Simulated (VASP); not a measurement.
# In5Sb (F-43m) in VASP: further runs, part 2 of 3

VASP 6.6.1. The steps go on from the part before.

### Step 3. Single point, PBE

This run uses another cell than the first one, of 29.23 Å³/atom.

The input, INCAR:

```
SYSTEM = In5Sb
  PREC = Accurate
  ENCUT = 520
  EDIFF = 1E-7
  ISMEAR = 0
  SIGMA = 0.1
  LREAL = .False.
  LASPH = .True.
  NELM = 100
  ALGO = Normal
  ISIF = 2
  LWAVE = .False.
  LCHARG = .True.
  GGA = PE
  LELF = .True.
  LVHAR = .True.
  NBANDS = 44
```

The input, KPOINTS:

```
Automatic mesh
0
Gamma
  4 4 4
  0 0 0
```

The input, POSCAR:

```
In5Sb
1.0
    0.0000000000      4.4425358444      4.4425358444
    4.4425358444      0.0000000000      4.4425358444
    4.4425358444      4.4425358444      0.0000000000
In Sb
5 1
Direct
    0.3749405511      0.8751783466      0.3749405511
    0.3749405511      0.3749405511      0.3749405511
    0.7500000000      0.7500000000      0.7500000000
    0.8751783466      0.3749405511      0.3749405511
    0.3749405511      0.3749405511      0.8751783466
    0.0000000000      0.0000000000      0.0000000000
```

Potentials or basis: VASP PAW PBE potentials, release 64 (In_d, Sb).

Command:

```sh
$ cat potpaw_PBE.64/In_d/POTCAR potpaw_PBE.64/Sb/POTCAR > POTCAR
$ mpirun -np 1 vasp_std > vasp.out
```

OUTCAR:

```text
SYSTEM = In5Sb
   PREC = Accurate
   ENCUT = 520
   EDIFF = 1E-7
   ISMEAR = 0
   LREAL = .False.
   LASPH = .True.
   NELM = 100
   ISIF = 2
   GGA = PE

 ion  position               nearest neighbor table
   1  0.375  0.875  0.375-   2 3.14   4 3.14   5 3.14   4 3.14   5 3.14   2 3.14   6 3.68   6 3.68
                             6 3.68   3 3.68   3 3.68   3 3.68
   2  0.375  0.375  0.375-   1 3.14   4 3.14   5 3.14   4 3.14   1 3.14   5 3.14   6 3.68   6 3.68
                             6 3.68   3 3.68   3 3.68   3 3.68
   3  0.750  0.750  0.750-   1 3.68   5 3.68   4 3.68   5 3.68   1 3.68   4 3.68   2 3.68   2 3.68
                             2 3.68   1 3.68   4 3.68   5 3.68   6 3.85   6 3.85   6 3.85   6 3.85
   4  0.875  0.375  0.375-   1 3.14   2 3.14   5 3.14   1 3.14   5 3.14   2 3.14   6 3.68   6 3.68
                             6 3.68   3 3.68   3 3.68   3 3.68
   5  0.375  0.375  0.875-   1 3.14   2 3.14   4 3.14   1 3.14   4 3.14   2 3.14   6 3.68   6 3.68
                             6 3.68   3 3.68   3 3.68   3 3.68
   6  0.000  0.000  0.000-   1 3.68   4 3.68   5 3.68   2 3.68   2 3.68   2 3.68   1 3.68   4 3.68
                             5 3.68   1 3.68   4 3.68   5 3.68   3 3.85   3 3.85   3 3.85   3 3.85

  LATTYP: Found a face centered cubic cell.
 ALAT       =     8.8850716888

  Lattice vectors:

 A1 = (   0.0000000000,   4.4425358444,   4.4425358444)
 A2 = (   4.4425358444,   0.0000000000,   4.4425358444)
 A3 = (   4.4425358444,   4.4425358444,   0.0000000000)

Analysis of symmetry for initial positions (statically):
=====================================================================
 Subroutine PRICEL returns:
 Original cell was already a primitive cell.

 Routine SETGRP: Setting up the symmetry group for a
 face centered cubic supercell.

 Subroutine GETGRP returns: Found 24 space group operations
 (whereof 24 operations were pure point group operations)
 out of a pool of 48 trial point group operations.

The static configuration has the point symmetry T_d .

Analysis of symmetry for dynamics (positions and initial velocities):
=====================================================================
 Subroutine PRICEL returns:
 Original cell was already a primitive cell.

 Routine SETGRP: Setting up the symmetry group for a
 face centered cubic supercell.

 Subroutine GETGRP returns: Found 24 space group operations
 (whereof 24 operations were pure point group operations)
 out of a pool of 48 trial point group operations.

The dynamic configuration has the point symmetry T_d .

 Subroutine INISYM returns: Found 24 space group operations
 (whereof 24 operations are pure point group operations),
 and found     1 'primitive' translations

----------------------------------------------------------------------------------------

                                     Primitive cell

  volume of cell :     175.3569

  direct lattice vectors                    reciprocal lattice vectors
     0.000000000  4.442535844  4.442535844    -0.112548332  0.112548332  0.112548332
     4.442535844  0.000000000  4.442535844     0.112548332 -0.112548332  0.112548332
[... 47 lines left out ...]

 Following reciprocal coordinates:
            Coordinates               Weight
  0.000000  0.000000  0.000000      1.000000
  0.250000  0.000000  0.000000      8.000000
  0.500000  0.000000  0.000000      4.000000
  0.250000  0.250000  0.000000      6.000000
  0.500000  0.250000  0.000000     24.000000
 -0.250000  0.250000  0.000000     12.000000
  0.500000  0.500000  0.000000      3.000000
 -0.250000  0.500000  0.250000      6.000000
   k-points           NKPTS =      8   k-points in BZ     NKDIM =      8   number of bands    NBANDS=     44
   number of dos      NEDOS =    301   number of ions     NIONS =      6
   total plane-waves  NPLWV = 110592
   dimension x,y,z NGX =    48 NGY =   48 NGZ =   48
   dimension x,y,z NGXF=    96 NGYF=   96 NGZF=   96
   ions per type =               5   1
   NGX,Y,Z   is equivalent  to a cutoff of  12.70, 12.70, 12.70 a.u.
   NGXF,Y,Z  is equivalent  to a cutoff of  25.40, 25.40, 25.40 a.u.
 SYSTEM =  In5Sb
   PREC   = accura    normal or accurate (medium, high low for compatibility)
   ISTART =      0    job   : 0-new  1-cont  2-samecut
   ICHARG =      2    charge: 1-file 2-atom 10-const
   ISPIN  =      1    spin polarized calculation?
   LNONCOLLINEAR =      F non collinear calculations
   LSORBIT =      F    spin-orbit coupling
   LASPH  =      T    aspherical Exc in radial PAW
   ENCUT  =  520.0 eV  38.22 Ry    6.18 a.u.  11.68 11.68 11.68*2*pi/ulx,y,z
   NELM   =    100;   NELMIN=  2; NELMDL= -5     # of ELM steps
   EDIFF  = 0.1E-06   stopping-criterion for ELM
   LREAL  =      F    real-space projection
   EDIFFG = 0.1E-05   stopping-criterion for IOM
   NSW    =      0    number of steps for IOM
   IBRION =     -1    ionic relax: 0-MD 1-quasi-New 2-CG
   NFREE  =      0    steps in history (QN), initial steepest desc. (CG)
   ISIF   =      2    stress and relaxation
   ISYM   =      2    0-nonsym 1-usesym 2-fastsym
   POTIM  = 0.5000    time-step for ionic-motion
   TEBEG  =    0.0;   TEEND  =   0.0 temperature during run
   PSTRESS=    0.0 pullay stress
   NELECT =      70.0000    total number of electrons
   NUPDOWN=      -1.0000    fix difference up-down
   EMIN   =  10.00;   EMAX   =-10.00  energy-range for DOS
   EFERMI =   0.00;   METHOD = LEGACY
   ISMEAR =     0;   SIGMA  =   0.10  broadening in eV -4-tet -1-fermi 0-gaus
   EFERMI_NEDOS =   21; number of points for ismear=-14 and -15
   IALGO  =     38    algorithm
   IMIX   =      4    mixing-type and parameters
     AMIX     =   0.40;   BMIX     =  1.00
     AMIX_MAG =   1.60;   BMIX_MAG =  1.00
  volume/ion in A,a.u.               =      29.23       197.23
  Fermi-wavevector in a.u.,A,eV,Ry     =   1.205406  2.277886 19.769304  1.453003
  Thomas-Fermi vector in A             =   2.341103
   LORBIT       =      0    0 simple, 1 ext, 2 COOP (PROOUT), +10 PAW based schemes
   GGA     = PE    functional components
   LHFCALC =     F    Hartree Fock is set to
   AEXX    =    0.0000 exact exchange contribution
   IVDW    =     0    specifies the selected vdW correction
   LEPSILON=     F    determine dielectric tensor
   LRPA    =     F    only Hartree local field effects (RPA)
 non-spin polarized calculation
 Gauss-broadening in eV      SIGMA  =   0.10
  energy-cutoff  :      520.00
  volume of cell :      175.36
 maximum number of plane-waves:      4766
 NGX is ok and might be reduce to    48
   NGX = 23   NGY = 23   NGZ = 23

 number of electron      70.0000038 magnetization

 Free energy of the ion-electron system (eV)
  ---------------------------------------------------
  ext. energy  EPLUGINS =         0.00000000
  ---------------------------------------------------
  free energy    TOTEN  =       -16.05718499 eV

  energy without entropy =      -16.03548759  energy(sigma->0) =      -16.04633629

 E-fermi :   6.4834     XC(G=0):  -9.7347

 val. band max:        6.4629494075   @ k =   0.5000   0.5000   0.0000
 cond. band min:       6.5276270004   @ k =   0.5000   0.0000   0.0000
 fundamental gap:      0.0646775929
 Fermi energy:         6.4834440551

 k-point     1 :       0.0000    0.0000    0.0000
  band No.  band energies     occupation
      1      -8.4996      2.00000
      2      -8.3337      2.00000
      3      -8.3337      2.00000
      4      -8.3337      2.00000
      5      -8.3193      2.00000
      6      -8.3193      2.00000
[... 365 lines left out ...]
     43      10.9555      0.00000
     44      11.6193      0.00000

------------------------ aborting loop because EDIFF is reached ----------------------------------------

  FORCE on cell =-STRESS in cart. coord.  units (eV):
  Direction    XX          YY          ZZ          XY          YZ          ZX
  --------------------------------------------------------------------------------------
  -------------------------------------------------------------------------------------
  Total        0.1338476      0.1338476      0.1338476      0.0000000      0.0000000     -0.0000000
  in kB        1.2229212      1.2229212      1.2229212      0.0000000      0.0000000     -0.0000000
  external PRESSURE =       1.2229212 kB  Pullay stress =       0.0000000 kB

 VOLUME and BASIS-vectors are now :
 -----------------------------------------------------------------------------
  energy-cutoff  :      520.00
  volume of cell :      175.36
      direct lattice vectors                 reciprocal lattice vectors
     0.000000000  4.442535844  4.442535844    -0.112548332  0.112548332  0.112548332
     4.442535844  0.000000000  4.442535844     0.112548332 -0.112548332  0.112548332
     4.442535844  4.442535844  0.000000000     0.112548332  0.112548332 -0.112548332

 POSITION                                       TOTAL-FORCE (eV/Angst)
 -----------------------------------------------------------------------------------
      5.55370      3.33137      5.55370         0.006392     -0.006392      0.006392
      3.33137      3.33137      3.33137        -0.006392     -0.006392     -0.006392
      6.66380      6.66380      6.66380        -0.000000     -0.000000     -0.000000
      3.33137      5.55370      5.55370        -0.006392      0.006392      0.006392
      5.55370      5.55370      3.33137         0.006392      0.006392     -0.006392
      0.00000      0.00000      0.00000        -0.000000     -0.000000     -0.000000
 -----------------------------------------------------------------------------------
    total drift:                                0.000000      0.000000      0.000000

  FREE ENERGIE OF THE ION-ELECTRON SYSTEM (eV)
  ---------------------------------------------------
  free  energy   TOTEN  =       -16.0571849947 eV

  energy  without entropy=      -16.0354875869  energy(sigma->0) =      -16.04633629
```

Run time: 50 s. Hardware: 1 thread of Intel Xeon 6975P-C (Granite Rapids), shared host; peak memory 0.33 GiB.

What came out:

```yaml
Free_energy: -16.0572 eV
Pressure: 0.1 GPa
Largest_force: 0.011 eV/Å
Band_gap_on_the_k_mesh: zero (bands 35 and 36 overlap by 1.69 eV)
```

Forces on the atoms (eV/Å):
```
In   0.006 -0.006  0.006
In  -0.006 -0.006 -0.006
In   0.000  0.000  0.000
In  -0.006  0.006  0.006
In   0.006  0.006 -0.006
Sb   0.000  0.000  0.000
```

Caveat: spin-orbit coupling is left out, which moves the levels of the heavy elements.

### Step 4. Single point, PBE

This run uses another cell than the first one, of 29.11 Å³/atom.

The input, INCAR:

```
PREC = Accurate
ENCUT = 520
EDIFF = 1E-6
ISMEAR = 0
SIGMA = 0.1
LREAL = False
LASPH = True
NELM = 60
ALGO = Fast
ISIF = 2
LWAVE = False
LCHARG = True
GGA = PE
LELF = True
LVHAR = True
NBANDS = 44
```

The input, KPOINTS:

```
Automatic mesh
0
Gamma
  8 8 8
```

The input, POSCAR:

```
In5Sb
1.0
    0.0000000000      4.4368234483      4.4368234483
    4.4368234483      0.0000000000      4.4368234483
    4.4368234483      4.4368234483      0.0000000000
In Sb
5 1
Direct
    0.1242944526      0.6252351825      0.6252351825
    0.6252351825      0.1242944526      0.6252351825
    0.2500000000      0.2500000000      0.2500000000
    0.6252351825      0.6252351825      0.1242944526
    0.6252351825      0.6252351825      0.6252351825
    0.0000000000      0.0000000000      0.0000000000
```

Command:

```sh
$ cat potpaw_PBE.64/In_d/POTCAR potpaw_PBE.64/Sb/POTCAR > POTCAR
$ mpirun -np 1 vasp_std > vasp.out
```

Wall time 3.7 min (1 thread of Intel Xeon 6975P-C (Granite Rapids), shared host); peak memory 0.43 GiB.

The run converged. Its results:

| Property | Result |
| --- | --- |
| Free energy | -16.0902 eV |
| Pressure | 0.0 GPa |
| Band gap on the k mesh | zero (bands 35 and 36 overlap by 1.88 eV) |

Levels at points of the mesh, in eV from the Fermi level:
| k point | band 33 | band 34 | band 35 | band 36 | band 37 | band 38 |
| --- | --- | --- | --- | --- | --- | --- |
| (0.00, 0.00, 0.00) | -2.42 | -2.42 | -2.42 | -0.51 | -0.51 | -0.51 |
| (0.50, 0.00, 0.00) | -2.63 | -0.97 | 0.05 | 0.68 | 0.68 | 1.56 |
| (0.50, 0.50, 0.00) | -0.03 | -0.03 | -0.01 | 1.31 | 1.87 | 1.87 |

Caveat: spin-orbit coupling is left out, which moves the levels of the heavy elements.

### Step 5. Relaxation of cell and atoms, PBE

The input, INCAR:

```
SYSTEM = In5Sb
PREC = Accurate
ENCUT = 600
EDIFF = 1E-6
ISMEAR = 0
SIGMA = 0.1
LREAL = .FALSE.
LASPH = .TRUE.
NELM = 60
ALGO = Normal
ISIF = 3
LWAVE = .FALSE.
LCHARG = .FALSE.
GGA = PE
IBRION = 2
NSW = 90
EDIFFG = -0.04
```

The input, KPOINTS:

```
Automatic mesh
0
G
  4 4 4
  0 0 0
```

The input, POSCAR:

```
In5Sb
1.0
    0.0000000000      4.2159213400      4.2159213400
    4.2159213400      0.0000000000      4.2159213400
    4.2159213400      4.2159213400      0.0000000000
In Sb
5 1
Direct
    0.3752183100      0.8743450600      0.3752183100
    0.3752183100      0.3752183100      0.3752183100
    0.7500000000      0.7500000000      0.7500000000
    0.8743450600      0.3752183100      0.3752183100
    0.3752183100      0.3752183100      0.8743450600
    0.0000000000      0.0000000000      0.0000000000
```

Command:

```sh
$ cat potpaw_PBE.64/In_d/POTCAR potpaw_PBE.64/Sb/POTCAR > POTCAR
$ mpirun -np 1 vasp_std > vasp.out
```

Wall time 2.1 min (1 thread of Intel Xeon 6975P-C (Granite Rapids), shared host); peak memory 0.35 GiB.

Results (log left out):

| Property | Result |
| --- | --- |
| Free energy | -16.0515 eV |
| Relaxed volume | 29.30 Å³/atom |
| Relaxed cell | a = 6.288 Å, b = 6.288 Å, c = 6.288 Å, α = 60.00°, β = 60.00°, γ = 60.00° |
| Space group after relaxing (to 0.1 Å) | F-43m (No. 216) |
| Energy gained by relaxing | 90.3 meV/atom |
| Ionic steps | 3 |
| Pressure after relaxing | 0.0 GPa |
| Largest force after relaxing | 0.023 eV/Å |
| Band gap on the k mesh | zero (bands 35 and 36 overlap by 1.68 eV) |

Forces on the atoms (eV/Å):
```
In   0.013 -0.013  0.013
In  -0.013 -0.013 -0.013
In   0.000  0.000  0.000
In  -0.013  0.013  0.013
In   0.013  0.013 -0.013
Sb   0.000  0.000  0.000
```

The path:
```
step  energy change (eV)  largest force (eV/Å)  pressure (GPa)  volume (Å³)
   1              0.0000                0.0716            7.90       149.87
   2             -0.5394                0.0206           -0.39       178.20
   3             -0.5420                0.0231            0.03       175.79
```

Final structure:
```
CELL_PARAMETERS angstrom
0.00000 4.44618 4.44618
4.44618 0.00000 4.44618
4.44618 4.44618 0.00000
ATOMIC_POSITIONS crystal
In 0.37500 0.87500 0.37500
In 0.37500 0.37500 0.37500
In 0.75000 0.75000 0.75000
In 0.87500 0.37500 0.37500
In 0.37500 0.37500 0.87500
Sb 0.00000 0.00000 0.00000
```

Levels at points of the mesh, in eV from the Fermi level:
| k point | band 33 | band 34 | band 35 | band 36 | band 37 | band 38 |
| --- | --- | --- | --- | --- | --- | --- |
| (0.00, 0.00, 0.00) | -2.40 | -2.40 | -2.40 | -0.52 | -0.52 | -0.52 |
| (0.50, 0.00, 0.00) | -2.62 | -0.98 | 0.05 | 0.67 | 0.67 | 1.55 |
| (0.50, 0.50, 0.00) | -0.05 | -0.05 | -0.02 | 1.29 | 1.85 | 1.85 |

Caveat: the volume moved by over 15 % at a fixed basis, so the end points are rough; spin-orbit coupling is left out, which moves the levels of the heavy elements.

[end of part 2 of 3]

The gap in the log of VASP goes by the Fermi energy; the results here count the filled bands.